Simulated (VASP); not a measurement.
Wanted: the native input for a VASP 6.6.1 run.

```yaml
Task: single point
Functional: revPBE
Potentials_or_basis: VASP PAW PBE potentials, release 64 (Ga_d)
Cutoff: 520 eV
k_mesh: 13 × 13 × 8
Occupations: fermi-dirac, width 0.1 eV
Spin: no spin polarisation
Dipole_correction: no
Further_INCAR_settings: ALGO = Normal; EDIFF = 1e-07; NBANDS = 20
```

The structure of Ga lies in POSCAR:

```
Ga
1.0
    2.9342715188      0.0000000000      0.0000000000
   -1.4671357594      2.5411536769      0.0000000000
    0.0000000000      0.0000000000      4.6303647938
Ga
2
Direct
    0.3333333333      0.6666666667      0.2500000000
    0.6666666667      0.3333333333      0.7500000000
```

This cell differs from its parent crystal: volume scaled by 0.88.

These files were run (other wordings do the same):

INCAR

```
ALGO = Normal
EDIFF = 1E-7
ENCUT = 520
GGA = RE
ISIF = 2
ISMEAR = -1
LASPH = True
LCHARG = True
LELF = True
LREAL = False
LVHAR = True
LWAVE = False
NBANDS = 20
NELM = 80
PREC = Accurate
SIGMA = 0.1
```

KPOINTS

```
k-points
0
Gamma
  13 13 8
```

Potentials or basis: VASP PAW PBE potentials, release 64 (Ga_d).

Command:

```sh
$ cat potpaw_PBE.64/Ga_d/POTCAR > POTCAR
$ mpirun -np 1 vasp_std > vasp.out
```

It gave:

```
Pressure               : 7.8 GPa
Band gap on the k mesh : zero (band 13 reaches 11.65 eV, above the bottom of band 14 at 3.20 eV)
```

Caveat: the PAW data sets were made with another functional, which shifts forces and pressure a little.

It took 44 s on 1 thread of Intel(R) Xeon(R) Platinum 8488C (Sapphire Rapids), on a shared host, peak memory 0.19 GiB.
